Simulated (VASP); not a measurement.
# PrHRh3 (P4mm) in VASP: relaxation of cell and atoms with PBE

Aim: the relaxation of cell and atoms of PrHRh3 with PBE.

All numbers are computed with VASP 6.6.1; they aren't measurements. Logs are shortened: lines on timing, memory, paths and dates and some standing lists are left out, and cuts for length are marked.

## 1. The cell of the first run

Symmetry: P4mm, No. 99, tetragonal system. The conventional cell has a = 3.889 Å, b = 3.889 Å, c = 4.199 Å, α = 90.00°, β = 90.00°, γ = 90.00°. Within 3.4 Å of Pr (site symmetry 4mm) lie 12 Rh at 2.45 to 3.33 Å and 4 H at 3.29 Å. Within 2.6 Å of H (site symmetry 4mm) lie 6 Rh at 1.93 to 2.27 Å. Within 2.6 Å of Rh (site symmetry 2mm) lie 2 H at 1.97 Å and 2 Pr at 2.45 Å. Rh (site symmetry 4mm) has 2 H at 1.93 to 2.27 Å within 2.6 Å.

The cell was generated, and may not be a known phase.

## 2. Relaxation of cell and atoms, PBE

Input file INCAR:

```
ALGO = Normal
EDIFF = 1E-7
EDIFFG = -0.08
ENCUT = 500
GGA = PE
GGA_COMPAT = F
IBRION = 2
ISIF = 3
ISMEAR = 0
LASPH = T
LCHARG = F
LMAXMIX = 6
LREAL = F
LWAVE = F
NELM = 200
NELMIN = 4
NSW = 36
PREC = Accurate
SIGMA = 0.2
```

Input file KPOINTS:

```
k-points
0
Gamma
  4 4 4
```

Input file POSCAR:

```
PrHRh3
1.0
    3.8891153300      0.0000000000      0.0000000000
    0.0000000000      3.8891153300      0.0000000000
    0.0000000000      0.0000000000      4.1986078900
Pr H Rh
1 1 3
Direct
    0.0000000000      0.0000000000      0.0509553300
    0.5000000000      0.5000000000      0.6228065500
    0.5000000000      0.0000000000      0.6960848600
    0.5000000000      0.5000000000      0.1625723100
    0.0000000000      0.5000000000      0.6960848600
```

Potentials or basis: VASP PAW PBE potentials, release 64 (Pr_3, H, Rh_pv), 4f in core.

Run with:

```console
$ cat potpaw_PBE.64/Pr_3/POTCAR potpaw_PBE.64/H/POTCAR potpaw_PBE.64/Rh_pv/POTCAR > POTCAR
$ mpirun -np 1 vasp_std > vasp.out
```

OUTCAR:

```text
EDIFF = 1E-7
   EDIFFG = -0.08
   ENCUT = 500
   GGA = PE
   IBRION = 2
   ISIF = 3
   ISMEAR = 0
   LASPH = T
   LREAL = F
   NELM = 200
   NELMIN = 4
   NSW = 36
   PREC = Accurate

 ion  position               nearest neighbor table
   1  0.000  0.000  0.051-   3 2.45   5 2.45   5 2.45   3 2.45   4 2.79   4 2.79   4 2.79   4 2.79
                             3 3.33   5 3.33   5 3.33   3 3.33
   2  0.500  0.500  0.623-   4 1.93   3 1.97   5 1.97   3 1.97   5 1.97
   3  0.500  0.000  0.696-   2 1.97   2 1.97   1 2.45   1 2.45   5 2.75   5 2.75   5 2.75   5 2.75
                             4 2.76   4 2.76   4 2.97   4 2.97   1 3.33   1 3.33
   4  0.500  0.500  0.163-   2 1.93   3 2.76   5 2.76   3 2.76   5 2.76   1 2.79   1 2.79   1 2.79
                             1 2.79   5 2.97   3 2.97   3 2.97   5 2.97
   5  0.000  0.500  0.696-   2 1.97   2 1.97   1 2.45   1 2.45   3 2.75   3 2.75   3 2.75   3 2.75
                             4 2.76   4 2.76   4 2.97   4 2.97   1 3.33   1 3.33

  LATTYP: Found a simple tetragonal cell.
 ALAT       =     3.8891153300
 C/A-ratio  =     1.0795791674

  Lattice vectors:

 A1 = (   3.8891153300,   0.0000000000,   0.0000000000)
 A2 = (   0.0000000000,   3.8891153300,   0.0000000000)
 A3 = (   0.0000000000,   0.0000000000,   4.1986078900)

Analysis of symmetry for initial positions (statically):
=====================================================================
 Subroutine PRICEL returns:
 Original cell was already a primitive cell.

 Routine SETGRP: Setting up the symmetry group for a
 simple tetragonal supercell.

 Subroutine GETGRP returns: Found  8 space group operations
 (whereof  8 operations were pure point group operations)
 out of a pool of 16 trial point group operations.

The static configuration has the point symmetry C_4v.

Analysis of symmetry for dynamics (positions and initial velocities):
=====================================================================
 Subroutine PRICEL returns:
 Original cell was already a primitive cell.

 Routine SETGRP: Setting up the symmetry group for a
 simple tetragonal supercell.

 Subroutine GETGRP returns: Found  8 space group operations
 (whereof  8 operations were pure point group operations)
 out of a pool of 16 trial point group operations.

The dynamic configuration has the point symmetry C_4v.

 Subroutine INISYM returns: Found  8 space group operations
 (whereof  8 operations are pure point group operations),
 and found     1 'primitive' translations

----------------------------------------------------------------------------------------

                                     Primitive cell

  volume of cell :      63.5049

  direct lattice vectors                    reciprocal lattice vectors
     3.889115330  0.000000000  0.000000000     0.257127885  0.000000000  0.000000000
     0.000000000  3.889115330  0.000000000     0.000000000  0.257127885  0.000000000
     0.000000000  0.000000000  4.198607890     0.000000000  0.000000000  0.238174182

  length of vectors
     3.889115330  3.889115330  4.198607890     0.257127885  0.257127885  0.238174182

  position of ions in fractional coordinates (direct lattice)
     0.000000000  0.000000000  0.050955330
     0.500000000  0.500000000  0.622806550
     0.500000000  0.000000000  0.696084860
     0.500000000  0.500000000  0.162572310
     0.000000000  0.500000000  0.696084860

  ion indices of the primitive-cell ions
   primitive index   ion index
                 1           1
                 2           2
                 3           3
                 4           4
                 5           5

----------------------------------------------------------------------------------------

 KPOINTS: k-points

Automatic generation of k-mesh.
 Grid dimensions read from file:
 generate k-points for:    4    4    4

 Generating k-lattice:

  Cartesian coordinates                     Fractional coordinates (reciprocal lattice)
     0.064281971  0.000000000  0.000000000     0.250000000  0.000000000  0.000000000
     0.000000000  0.064281971  0.000000000     0.000000000  0.250000000  0.000000000
     0.000000000  0.000000000  0.059543546     0.000000000  0.000000000  0.250000000

  Length of vectors
     0.064281971  0.064281971  0.059543546

  Shift w.r.t. Gamma in fractional coordinates (k-lattice)
     0.000000000  0.000000000  0.000000000

 Subroutine IBZKPT returns following result:
 ===========================================

 Found     18 irreducible k-points:

 Following reciprocal coordinates:
            Coordinates               Weight
  0.000000  0.000000  0.000000      1.000000
  0.250000  0.000000  0.000000      4.000000
  0.500000  0.000000  0.000000      2.000000
  0.250000  0.250000  0.000000      4.000000
  0.500000  0.250000  0.000000      4.000000
  0.500000  0.500000  0.000000      1.000000
[... 10 lines left out ...]
  0.500000  0.250000  0.500000      4.000000
  0.500000  0.500000  0.500000      1.000000
   k-points           NKPTS =     18   k-points in BZ     NKDIM =     18   number of bands    NBANDS=     34
   number of dos      NEDOS =    301   number of ions     NIONS =      5
   total plane-waves  NPLWV =  25088
   dimension x,y,z NGX =    28 NGY =   28 NGZ =   32
   dimension x,y,z NGXF=    56 NGYF=   56 NGZF=   64
   ions per type =               1   1   3
   NGX,Y,Z   is equivalent  to a cutoff of  11.97, 11.97, 12.67 a.u.
   NGXF,Y,Z  is equivalent  to a cutoff of  23.94, 23.94, 25.34 a.u.
 SYSTEM =  unknown system
   PREC   = accura    normal or accurate (medium, high low for compatibility)
   ISTART =      0    job   : 0-new  1-cont  2-samecut
   ICHARG =      2    charge: 1-file 2-atom 10-const
   ISPIN  =      1    spin polarized calculation?
   LNONCOLLINEAR =      F non collinear calculations
   LSORBIT =      F    spin-orbit coupling
   LASPH  =      T    aspherical Exc in radial PAW
   ENCUT  =  500.0 eV  36.75 Ry    6.06 a.u.   7.09  7.09  7.66*2*pi/ulx,y,z
   NELM   =    200;   NELMIN=  4; NELMDL= -5     # of ELM steps
   EDIFF  = 0.1E-06   stopping-criterion for ELM
   LREAL  =      F    real-space projection
   EDIFFG = -.8E-01   stopping-criterion for IOM
   NSW    =     36    number of steps for IOM
   IBRION =      2    ionic relax: 0-MD 1-quasi-New 2-CG
   NFREE  =      1    steps in history (QN), initial steepest desc. (CG)
   ISIF   =      3    stress and relaxation
   ISYM   =      2    0-nonsym 1-usesym 2-fastsym
   POTIM  = 0.5000    time-step for ionic-motion
   TEBEG  =    0.0;   TEEND  =   0.0 temperature during run
   PSTRESS=    0.0 pullay stress
   NELECT =      57.0000    total number of electrons
   NUPDOWN=      -1.0000    fix difference up-down
   EMIN   =  10.00;   EMAX   =-10.00  energy-range for DOS
   EFERMI =   0.00;   METHOD = LEGACY
   ISMEAR =     0;   SIGMA  =   0.20  broadening in eV -4-tet -1-fermi 0-gaus
   EFERMI_NEDOS =   21; number of points for ismear=-14 and -15
   IALGO  =     38    algorithm
   IMIX   =      4    mixing-type and parameters
     AMIX     =   0.40;   BMIX     =  1.00
     AMIX_MAG =   1.60;   BMIX_MAG =  1.00
  volume/ion in A,a.u.               =      12.70        85.71
  Fermi-wavevector in a.u.,A,eV,Ry     =   1.579177  2.984212 33.930207  2.493800
  Thomas-Fermi vector in A             =   2.679596
   LORBIT       =      0    0 simple, 1 ext, 2 COOP (PROOUT), +10 PAW based schemes
   GGA     = PE    functional components
   LHFCALC =     F    Hartree Fock is set to
   AEXX    =    0.0000 exact exchange contribution
   IVDW    =     0    specifies the selected vdW correction
   LEPSILON=     F    determine dielectric tensor
   LRPA    =     F    only Hartree local field effects (RPA)
 conjugate gradient relaxation of ions
 non-spin polarized calculation
 Gauss-broadening in eV      SIGMA  =   0.20
  energy-cutoff  :      500.00
  volume of cell :       63.50
 maximum number of plane-waves:      1628
   NGX = 15   NGY = 15   NGZ = 15

--------------------------------------- Ionic step        1  -------------------------------------------

 number of electron      56.9999983 magnetization

 Free energy of the ion-electron system (eV)
  ---------------------------------------------------
  ext. energy  EPLUGINS =         0.00000000
  ---------------------------------------------------
  free energy    TOTEN  =       -28.34002498 eV

  energy without entropy =      -28.28118702  energy(sigma->0) =      -28.31060600

------------------------ aborting loop because EDIFF is reached ----------------------------------------

  FORCE on cell =-STRESS in cart. coord.  units (eV):
  Direction    XX          YY          ZZ          XY          YZ          ZX
  --------------------------------------------------------------------------------------
  -------------------------------------------------------------------------------------
  Total       19.8373064     19.8373064     13.0385701      0.0000000      0.0000000      0.0000000
  in kB      500.4795341    500.4795341    328.9527991      0.0000000      0.0000000      0.0000000
  external PRESSURE =     443.3039558 kB  Pullay stress =       0.0000000 kB
[... 98 lines left out ...]
  FREE ENERGIE OF THE ION-ELECTRON SYSTEM (eV)
  ---------------------------------------------------
  free  energy   TOTEN  =       -31.0416100382 eV

  energy  without entropy=      -30.9527521066  energy(sigma->0) =      -30.99718107

[... ionic steps 4 to 12 ...]

--------------------------------------- Ionic step       13  -------------------------------------------

 number of electron      56.9999981 magnetization

------------------------ aborting loop because EDIFF is reached ----------------------------------------

  FORCE on cell =-STRESS in cart. coord.  units (eV):
  Direction    XX          YY          ZZ          XY          YZ          ZX
  --------------------------------------------------------------------------------------
  -------------------------------------------------------------------------------------
  Total        0.1572891      0.1572891      0.0924167      0.0000000      0.0000000      0.0000000
  in kB        3.4886127      3.4886127      2.0497680      0.0000000      0.0000000      0.0000000
  external PRESSURE =       3.0089978 kB  Pullay stress =       0.0000000 kB
[... 63 lines left out ...]
  energy  without entropy=      -31.4780605888  energy(sigma->0) =      -31.51702802

--------------------------------------- Ionic step       15  -------------------------------------------

 number of electron      56.9999976 magnetization

 Free energy of the ion-electron system (eV)
  ---------------------------------------------------
  ext. energy  EPLUGINS =         0.00000000
  ---------------------------------------------------
  free energy    TOTEN  =       -31.55733883 eV

  energy without entropy =      -31.47923761  energy(sigma->0) =      -31.51828822

 E-fermi :   8.1902     XC(G=0): -12.6032

 val. band max:        8.1634883117   @ k =   0.0000   0.0000   0.2500
 cond. band min:       8.2523114207   @ k =   0.2500   0.2500   0.5000
 fundamental gap:      0.0888231090
 Fermi energy:         8.1902382563

 k-point     1 :       0.0000    0.0000    0.0000
  band No.  band energies     occupation
      1     -37.6975      2.00000
      2     -37.6851      2.00000
      3     -37.6851      2.00000
      4     -37.4847      2.00000
      5     -37.4847      2.00000
      6     -37.4821      2.00000
[... 687 lines left out ...]
  FREE ENERGIE OF THE ION-ELECTRON SYSTEM (eV)
  ---------------------------------------------------
  free  energy   TOTEN  =       -31.5573388301 eV

  energy  without entropy=      -31.4792376115  energy(sigma->0) =      -31.51828822

 reached required accuracy - stopping structural energy minimisation
```

Run time: 9.6 min. Hardware: 1 thread of Intel Xeon Platinum 8375C at 2.90GHz (Ice Lake), shared host; peak memory 0.19 GiB.

What came out:

| Item | Value |
| --- | --- |
| Free energy | -31.5573 eV |
| Relaxed volume | 14.47 Å³/atom |
| Relaxed cell | a = 4.165 Å, b = 4.165 Å, c = 4.171 Å, α = 90.00°, β = 90.00°, γ = 90.00° |
| Space group after relaxing (to 0.1 Å) | P4mm (No. 99) |
| Energy gained by relaxing | 643.5 meV/atom |
| Ionic steps | 15 |
| Pressure after relaxing | 0.0 GPa |
| Largest force after relaxing | 0.012 eV/Å |
| Band gap on the k mesh | zero (an odd number of electrons rules out a gap without spin polarisation) |

Forces on the atoms (eV/Å):
```
Pr   0.000  0.000  0.009
H    0.000  0.000 -0.012
Rh   0.000  0.000  0.001
Rh   0.000  0.000  0.003
Rh   0.000  0.000  0.001
```

Stress tensor (GPa, compression positive):
```
-0.05  0.00  0.00
 0.00 -0.05  0.00
 0.00  0.00  0.07
```

The path:
| step | energy change (eV) | largest force (eV/Å) | pressure (GPa) | volume (Å³) |
| --- | --- | --- | --- | --- |
| 1 | 0.0000 | 8.3900 | 44.33 | 63.50 |
| 2 | -0.2988 | 0.5859 | -23.44 | 101.48 |
| 3 | -2.7016 | 1.7738 | -8.55 | 78.80 |
| 4 | -2.7164 | 1.9678 | -6.92 | 77.81 |
| 5 | -2.7183 | 2.1091 | -5.73 | 77.14 |
| 6 | -3.0839 | 1.3379 | -0.40 | 73.08 |
| 7 | -3.1470 | 0.6403 | 4.58 | 70.62 |
| 8 | -3.1915 | 0.3799 | -0.80 | 72.99 |
| 9 | -3.1973 | 0.3979 | 0.47 | 72.36 |
| 10 | -3.2064 | 0.2663 | -0.47 | 72.72 |
| 11 | -3.2085 | 0.1691 | -1.16 | 73.00 |
| 12 | -3.2135 | 0.2027 | -0.01 | 72.39 |
| 13 | -3.2138 | 0.2130 | 0.30 | 72.24 |
| 14 | -3.2160 | 0.1344 | 0.18 | 72.28 |
| 15 | -3.2173 | 0.0124 | -0.01 | 72.34 |

Final structure:
```xyz
5
Lattice="4.1646 0.0000 0.0000 0.0000 4.1646 0.0000 0.0000 0.0000 4.1712" Properties=species:S:1:pos:R:3 pbc="T T T"
Pr    0.0000    0.0000    0.6331
H     2.0823    2.0823    2.5849
Rh    2.0823    0.0000    2.7233
Rh    2.0823    2.0823    0.6310
Rh    0.0000    2.0823    2.7233
```

Levels at points of the mesh, in eV from the Fermi level:
| k point | band 24 | band 25 | band 26 | band 27 | band 28 | band 29 | band 30 | band 31 | band 32 | band 33 |
| --- | --- | --- | --- | --- | --- | --- | --- | --- | --- | --- |
| (0.00, 0.00, 0.00) | -0.49 | -0.46 | 0.40 | 0.66 | 0.66 | 0.68 | 3.45 | 3.59 | 3.59 | 4.13 |
| (0.50, 0.00, 0.00) | -1.51 | -0.94 | -0.89 | -0.88 | -0.84 | -0.28 | 0.66 | 2.34 | 2.35 | 3.33 |
| (0.50, 0.50, 0.00) | -1.68 | -1.31 | -1.31 | -1.31 | -0.81 | -0.73 | -0.55 | 2.74 | 2.74 | 3.29 |
| (0.00, 0.00, 0.50) | -1.60 | -0.94 | -0.88 | -0.88 | -0.84 | -0.26 | 0.68 | 2.35 | 2.35 | 3.33 |
| (0.50, 0.00, 0.50) | -1.68 | -1.34 | -1.31 | -1.31 | -0.82 | -0.74 | -0.55 | 2.68 | 2.72 | 3.29 |
| (0.50, 0.50, 0.50) | -1.91 | -1.29 | -1.27 | 0.39 | 0.40 | 0.40 | 3.00 | 3.02 | 3.02 | 3.06 |

Caveat: the k points lie up to 0.38 Å⁻¹ apart in the final cell, too coarse for converged energies and pressures of a metal; spin-orbit coupling is left out, which moves the levels of the heavy elements; the 4f electrons are frozen in the core, so they carry no moment and show no levels. Spin polarisation is off, so any magnetic state and its effect on volume and gap are missing.

The gap in the log of VASP goes by the Fermi energy; the results here count the filled bands.